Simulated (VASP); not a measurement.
# TlGa3 (P6_3/mmc) in VASP: a series of runs

TlGa3 is run at these levels: PBE; tasks: single point.

Everything below comes from runs of VASP 6.6.1. Logs are shortened: lines on timing, memory, paths and dates and some standing lists are left out, and cuts for length are marked.

### Step 1. The cell of the first run

It takes space group P6_3/mmc (No. 194, hexagonal). The conventional cell has a = 6.204 Å, b = 6.204 Å, c = 4.980 Å, α = 90.00°, β = 90.00°, γ = 120.00°. Tl (site symmetry -6m2) has 12 Ga at 3.06 to 3.10 Å within 4.0 Å. Ga (site symmetry mm2) has 4 Tl at 3.06 to 3.10 Å and 8 Ga at 3.07 to 3.11 Å within 4.0 Å.

### Step 2. Single point, PBE

Input file INCAR:

```
PREC = Accurate
ENCUT = 520
EDIFF = 1E-7
ISMEAR = 0
SIGMA = 0.1
LREAL = False
LASPH = True
NELM = 60
ALGO = Fast
ISIF = 2
LWAVE = False
LCHARG = False
GGA = PE
NBANDS = 62
```

Input file KPOINTS:

```
regular mesh
0
Gamma
  3 3 4
```

Input file POSCAR:

```
TlGa3
1.0
    6.2038357810      0.0000000000      0.0000000000
   -3.1019178905      5.3726793872      0.0000000000
    0.0000000000      0.0000000000      4.9795354184
Tl Ga
2 6
Direct
    0.3333333333      0.6666666667      0.2500000000
    0.6666666667      0.3333333333      0.7500000000
    0.8330000000      0.6660000000      0.2500000000
    0.1670000000      0.8330000000      0.7500000000
    0.3340000000      0.1670000000      0.2500000000
    0.1670000000      0.3340000000      0.7500000000
    0.8330000000      0.1670000000      0.2500000000
    0.6660000000      0.8330000000      0.7500000000
```

Potentials or basis: VASP PAW PBE potentials, release 64 (Tl_d, Ga_d).

On the command line:

```sh
$ cat potpaw_PBE.64/Tl_d/POTCAR potpaw_PBE.64/Ga_d/POTCAR > POTCAR
$ mpirun -np 1 vasp_std > vasp.out
```

OUTCAR:

```text
PREC = Accurate
   ENCUT = 520
   EDIFF = 1E-7
   ISMEAR = 0
   LREAL = False
   LASPH = True
   NELM = 60
   ISIF = 2
   GGA = PE

 ion  position               nearest neighbor table
   1  0.333  0.667  0.250-   4 3.06   4 3.06   6 3.06   6 3.06   8 3.06   8 3.06   5 3.10   3 3.10
                             7 3.10   7 3.10   5 3.10   3 3.10
   2  0.667  0.333  0.750-   7 3.06   7 3.06   3 3.06   3 3.06   5 3.06   5 3.06   8 3.10   6 3.10
                             4 3.10   4 3.10   8 3.10   6 3.10
   3  0.833  0.666  0.250-   2 3.06   2 3.06   1 3.10   1 3.10
   4  0.167  0.833  0.750-   1 3.06   1 3.06   2 3.10   2 3.10
   5  0.334  0.167  0.250-   2 3.06   2 3.06   1 3.10   1 3.10
   6  0.167  0.334  0.750-   1 3.06   1 3.06   2 3.10   2 3.10
   7  0.833  0.167  0.250-   2 3.06   2 3.06   1 3.10   1 3.10
   8  0.666  0.833  0.750-   1 3.06   1 3.06   2 3.10   2 3.10

  LATTYP: Found a hexagonal cell.
 ALAT       =     6.2038357810
 C/A-ratio  =     0.8026542923

  Lattice vectors:

 A1 = (   6.2038357810,   0.0000000000,   0.0000000000)
 A2 = (  -3.1019178905,   5.3726793872,   0.0000000000)
 A3 = (   0.0000000000,   0.0000000000,   4.9795354184)

Analysis of symmetry for initial positions (statically):
=====================================================================
 Subroutine PRICEL returns:
 Original cell was already a primitive cell.

 Routine SETGRP: Setting up the symmetry group for a
 hexagonal supercell.

 Subroutine GETGRP returns: Found 24 space group operations
 (whereof 12 operations were pure point group operations)
 out of a pool of 24 trial point group operations.

The static configuration has the point symmetry D_3d.
 The point group associated with its full space group is D_6h.

Analysis of symmetry for dynamics (positions and initial velocities):
=====================================================================
 Subroutine PRICEL returns:
 Original cell was already a primitive cell.

 Routine SETGRP: Setting up the symmetry group for a
 hexagonal supercell.

 Subroutine GETGRP returns: Found 24 space group operations
 (whereof 12 operations were pure point group operations)
 out of a pool of 24 trial point group operations.

The dynamic configuration has the point symmetry D_3d.
 The point group associated with its full space group is D_6h.

 Subroutine INISYM returns: Found 24 space group operations
 (whereof 12 operations are pure point group operations),
 and found     1 'primitive' translations

----------------------------------------------------------------------------------------

                                     Primitive cell

  volume of cell :     165.9740

  direct lattice vectors                    reciprocal lattice vectors
     6.203835781  0.000000000  0.000000000     0.161190598  0.093063435  0.000000000
    -3.101917891  5.372679387  0.000000000     0.000000000  0.186126870  0.000000000
     0.000000000  0.000000000  4.979535418     0.000000000  0.000000000  0.200821947

  length of vectors
     6.203835781  6.203835781  4.979535418     0.186126870  0.186126870  0.200821947

  position of ions in fractional coordinates (direct lattice)
     0.333333333  0.666666667  0.250000000
     0.666666667  0.333333333  0.750000000
     0.833000000  0.666000000  0.250000000
     0.167000000  0.833000000  0.750000000
     0.334000000  0.167000000  0.250000000
     0.167000000  0.334000000  0.750000000
     0.833000000  0.167000000  0.250000000
     0.666000000  0.833000000  0.750000000

  ion indices of the primitive-cell ions
   primitive index   ion index
                 1           1
                 2           2
                 3           3
                 4           4
                 5           5
                 6           6
                 7           7
                 8           8

----------------------------------------------------------------------------------------

 KPOINTS: regular mesh

Automatic generation of k-mesh.
 Grid dimensions read from file:
 generate k-points for:    3    3    4

 Generating k-lattice:

  Cartesian coordinates                     Fractional coordinates (reciprocal lattice)
     0.053730199  0.031021145  0.000000000     0.333333333 -0.000000000  0.000000000
     0.000000000  0.062042290  0.000000000     0.000000000  0.333333333  0.000000000
     0.000000000  0.000000000  0.050205487     0.000000000  0.000000000  0.250000000

  Length of vectors
     0.062042290  0.062042290  0.050205487

  Shift w.r.t. Gamma in fractional coordinates (k-lattice)
     0.000000000  0.000000000  0.000000000

 Subroutine IBZKPT returns following result:
 ===========================================

 Found      9 irreducible k-points:

 Following reciprocal coordinates:
            Coordinates               Weight
  0.000000  0.000000  0.000000      1.000000
  0.333333  0.000000  0.000000      6.000000
  0.333333  0.333333  0.000000      2.000000
  0.000000  0.000000  0.250000      2.000000
  0.333333  0.000000  0.250000     12.000000
  0.333333  0.333333  0.250000      4.000000
  0.000000  0.000000  0.500000      1.000000
  0.333333  0.000000  0.500000      6.000000
  0.333333  0.333333  0.500000      2.000000
   k-points           NKPTS =      9   k-points in BZ     NKDIM =      9   number of bands    NBANDS=     62
   number of dos      NEDOS =    301   number of ions     NIONS =      8
   total plane-waves  NPLWV =  92160
   dimension x,y,z NGX =    48 NGY =   48 NGZ =   40
   dimension x,y,z NGXF=    96 NGYF=   96 NGZF=   80
   ions per type =               2   6
   NGX,Y,Z   is equivalent  to a cutoff of  12.86, 12.86, 13.35 a.u.
   NGXF,Y,Z  is equivalent  to a cutoff of  25.73, 25.73, 26.71 a.u.
 SYSTEM =  unknown system
   PREC   = accura    normal or accurate (medium, high low for compatibility)
   ISTART =      0    job   : 0-new  1-cont  2-samecut
   ICHARG =      2    charge: 1-file 2-atom 10-const
   ISPIN  =      1    spin polarized calculation?
   LNONCOLLINEAR =      F non collinear calculations
   LSORBIT =      F    spin-orbit coupling
   LASPH  =      T    aspherical Exc in radial PAW
   ENCUT  =  520.0 eV  38.22 Ry    6.18 a.u.  11.54 11.54  9.26*2*pi/ulx,y,z
   NELM   =     60;   NELMIN=  2; NELMDL= -5     # of ELM steps
   EDIFF  = 0.1E-06   stopping-criterion for ELM
   LREAL  =      F    real-space projection
   EDIFFG = 0.1E-05   stopping-criterion for IOM
   NSW    =      0    number of steps for IOM
   IBRION =     -1    ionic relax: 0-MD 1-quasi-New 2-CG
   NFREE  =      0    steps in history (QN), initial steepest desc. (CG)
   ISIF   =      2    stress and relaxation
   ISYM   =      2    0-nonsym 1-usesym 2-fastsym
   POTIM  = 0.5000    time-step for ionic-motion
   TEBEG  =    0.0;   TEEND  =   0.0 temperature during run
   PSTRESS=    0.0 pullay stress
   NELECT =     104.0000    total number of electrons
   NUPDOWN=      -1.0000    fix difference up-down
   EMIN   =  10.00;   EMAX   =-10.00  energy-range for DOS
   EFERMI =   0.00;   METHOD = LEGACY
   ISMEAR =     0;   SIGMA  =   0.10  broadening in eV -4-tet -1-fermi 0-gaus
   EFERMI_NEDOS =   21; number of points for ismear=-14 and -15
   IALGO  =     68    algorithm
   IMIX   =      4    mixing-type and parameters
     AMIX     =   0.40;   BMIX     =  1.00
     AMIX_MAG =   1.60;   BMIX_MAG =  1.00
  volume/ion in A,a.u.               =      20.75       140.01
  Fermi-wavevector in a.u.,A,eV,Ry     =   1.400896  2.647310 26.701568  1.962510
  Thomas-Fermi vector in A             =   2.523811
   LORBIT       =      0    0 simple, 1 ext, 2 COOP (PROOUT), +10 PAW based schemes
   GGA     = PE    functional components
   LHFCALC =     F    Hartree Fock is set to
   AEXX    =    0.0000 exact exchange contribution
   IVDW    =     0    specifies the selected vdW correction
   LEPSILON=     F    determine dielectric tensor
   LRPA    =     F    only Hartree local field effects (RPA)
 non-spin polarized calculation
 RMM-DIIS sequential band-by-band and
 Gauss-broadening in eV      SIGMA  =   0.10
  energy-cutoff  :      520.00
  volume of cell :      165.97
 maximum number of plane-waves:      4518
 NGX is ok and might be reduce to    48
   NGX = 23   NGY = 23   NGZ = 19

 number of electron     103.9999983 magnetization

 Free energy of the ion-electron system (eV)
  ---------------------------------------------------
  ext. energy  EPLUGINS =         0.00000000
  ---------------------------------------------------
  free energy    TOTEN  =       -20.90687173 eV

  energy without entropy =      -20.88299784  energy(sigma->0) =      -20.89493479

 E-fermi :   6.2144     XC(G=0): -10.8994

 val. band max:        6.0981708014   @ k =   0.3333   0.3333   0.2500
 cond. band min:       6.2294055955   @ k =   0.3333   0.0000   0.2500
 fundamental gap:      0.1312347942
 Fermi energy:         6.2143705869

 k-point     1 :       0.0000    0.0000    0.0000
  band No.  band energies     occupation
      1      -8.8129      2.00000
      2      -8.8079      2.00000
      3      -8.8079      2.00000
      4      -8.7938      2.00000
      5      -8.7826      2.00000
      6      -8.7555      2.00000
[... 54 lines left out ...]
     61       9.6604      0.00000
     62      10.1786      0.00000

 k-point     2 :       0.3333    0.0000    0.0000
  band No.  band energies     occupation
      1      -8.7966      2.00000
      2      -8.7751      2.00000
      3      -8.7738      2.00000
      4      -8.7708      2.00000
      5      -8.7639      2.00000
      6      -8.7601      2.00000
[... 54 lines left out ...]
     61      10.7193      0.00000
     62      10.7688      0.00000

 k-point     3 :       0.3333    0.3333    0.0000
  band No.  band energies     occupation
      1      -8.7866      2.00000
      2      -8.7647      2.00000
      3      -8.7647      2.00000
      4      -8.7435      2.00000
      5      -8.7390      2.00000
      6      -8.7347      2.00000
[... 379 lines left out ...]
     61      12.0623      0.00000
     62      12.2558      0.00000

 k-point     9 :       0.3333    0.3333    0.5000
  band No.  band energies     occupation
      1      -8.7720      2.00000
      2      -8.7720      2.00000
      3      -8.7571      2.00000
      4      -8.7571      2.00000
      5      -8.7464      2.00000
      6      -8.7464      2.00000
[... 54 lines left out ...]
     61      10.3713      0.00000
     62      10.3777      0.00000

------------------------ aborting loop because EDIFF is reached ----------------------------------------

  FORCE on cell =-STRESS in cart. coord.  units (eV):
  Direction    XX          YY          ZZ          XY          YZ          ZX
  --------------------------------------------------------------------------------------
  -------------------------------------------------------------------------------------
  Total        3.7787974      3.7787974      3.7282404      0.0000000      0.0000000      0.0000000
  in kB       36.4774231     36.4774231     35.9893869      0.0000000      0.0000000      0.0000000
  external PRESSURE =      36.3147444 kB  Pullay stress =       0.0000000 kB

 VOLUME and BASIS-vectors are now :
 -----------------------------------------------------------------------------
  energy-cutoff  :      520.00
  volume of cell :      165.97
      direct lattice vectors                 reciprocal lattice vectors
     6.203835781  0.000000000  0.000000000     0.161190598  0.093063435  0.000000000
    -3.101917891  5.372679387  0.000000000     0.000000000  0.186126870  0.000000000
     0.000000000  0.000000000  4.979535418     0.000000000  0.000000000  0.200821947

 POSITION                                       TOTAL-FORCE (eV/Angst)
 -----------------------------------------------------------------------------------
     -0.00000      3.58179      1.24488         0.000000     -0.000000      0.000000
      3.10192      1.79089      3.73465         0.000000      0.000000      0.000000
      3.10192      3.57820      1.24488         0.000000      0.361468      0.000000
     -1.54786      4.47544      3.73465        -0.313041      0.180734      0.000000
      1.55406      0.89724      1.24488        -0.313041     -0.180734     -0.000000
      0.00000      1.79447      3.73465         0.000000     -0.361468     -0.000000
      4.64977      0.89724      1.24488         0.313041     -0.180734     -0.000000
      1.54786      4.47544      3.73465         0.313041      0.180734      0.000000
 -----------------------------------------------------------------------------------
    total drift:                                0.000000     -0.000000      0.000000

  FREE ENERGIE OF THE ION-ELECTRON SYSTEM (eV)
  ---------------------------------------------------
  free  energy   TOTEN  =       -20.9068717320 eV

  energy  without entropy=      -20.8829978380  energy(sigma->0) =      -20.89493479
```

Run time: 2.8 min. Hardware: 1 thread of Oxide Virtual Turin-like, shared host; peak memory 0.29 GiB.

Results:

| Item | Value |
| --- | --- |
| Free energy | -20.9069 eV |
| Pressure | 3.6 GPa |
| Largest force | 0.361 eV/Å |
| Band gap on the k mesh | zero (band 52 reaches 6.91 eV, above the bottom of band 53 at 3.24 eV) |

Forces in eV/Å, atoms in the order of the input:
```
Tl   0.000  0.000  0.000
Tl   0.000  0.000  0.000
Ga   0.000  0.361  0.000
Ga  -0.313  0.181  0.000
Ga  -0.313 -0.181  0.000
Ga   0.000 -0.361  0.000
Ga   0.313 -0.181  0.000
Ga   0.313  0.181  0.000
```

Levels at points of the mesh, in eV from the Fermi level:
```csv
k point,band 50,band 51,band 52,band 53,band 54,band 55
"(0.00, 0.00, 0.00)",0.06,0.06,0.26,0.55,0.55,0.69
"(0.00, 0.00, 0.50)",-2.99,-2.98,-2.98,-2.98,-2.98,3.74
```

Caveat: the k points lie up to 0.39 Å⁻¹ apart; spin-orbit coupling is left out, which moves the levels of the heavy elements.

### Step 3. Single point, PBE

This run uses another cell than the first one, of 22.92 Å³/atom, 1.105 times its volume.

Input file INCAR:

```
SYSTEM = TlGa3
ALGO = Fast ; EDIFF = 1E-6
ENCUT = 520 ; GGA = PE
ISIF = 2 ; ISMEAR = 0
LASPH = .True. ; LCHARG = .False.
LREAL = .False. ; LWAVE = .False.
NBANDS = 62 ; NELM = 100
PREC = Accurate ; SIGMA = 0.1
```

Input file KPOINTS:

```
k-points
0
Gamma
  6 6 8
  0 0 0
```

Input file POSCAR:

```
TlGa3
1.0
    6.6733513702      0.0000000000      0.0000000000
   -3.3366756851      5.7792918150      0.0000000000
    0.0000000000      0.0000000000      4.7550318225
Tl Ga
2 6
Direct
    0.3333333333      0.6666666667      0.2500000000
    0.6666666667      0.3333333333      0.7500000000
    0.8508646740      0.7017293481      0.2500000000
    0.1491353260      0.8508646740      0.7500000000
    0.2982706519      0.1491353260      0.2500000000
    0.1491353260      0.2982706519      0.7500000000
    0.8508646740      0.1491353260      0.2500000000
    0.7017293481      0.8508646740      0.7500000000
```

Potentials or basis: VASP PAW PBE potentials, release 64 (Tl_d, Ga_d).

On the command line:

```sh
$ cat potpaw_PBE.64/Tl_d/POTCAR potpaw_PBE.64/Ga_d/POTCAR > POTCAR
$ mpirun -np 1 vasp_std > vasp.out
```

Run time: 10 min. Hardware: 1 thread of Oxide Virtual Turin-like, shared host; peak memory 0.44 GiB.

Results (log left out):

| Item | Value |
| --- | --- |
| Free energy | -21.1867 eV |
| Pressure | 0.0 GPa |
| Band gap on the k mesh | zero (band 52 reaches 5.99 eV, above the bottom of band 53 at 2.87 eV) |

Forces in eV/Å, atoms in the order of the input:
```
Tl   0.000  0.000  0.000
Tl   0.000  0.000  0.000
Ga   0.000 -0.003  0.000
Ga   0.002 -0.001  0.000
Ga   0.002  0.001  0.000
Ga   0.000  0.003  0.000
Ga  -0.002  0.001  0.000
Ga  -0.002 -0.001  0.000
```

Levels at points of the mesh, in eV from the Fermi level:
```
           k point  band 49  band 50  band 51  band 52  band 53  band 54  band 55  band 56
(0.00, 0.00, 0.00)    -2.83     0.33     0.33     0.83     0.83     1.21     1.23     1.95
(0.50, 0.00, 0.00)    -1.97    -1.10    -1.05    -0.31     0.31     0.68     0.93     1.12
(0.00, 0.00, 0.50)    -2.63    -2.63    -2.29    -2.29    -2.29    -2.29     4.78     4.78
(0.50, 0.00, 0.50)    -0.59    -0.59    -0.53    -0.53     0.86     0.86     1.55     1.55
```

Caveat: spin-orbit coupling is left out, which moves the levels of the heavy elements.
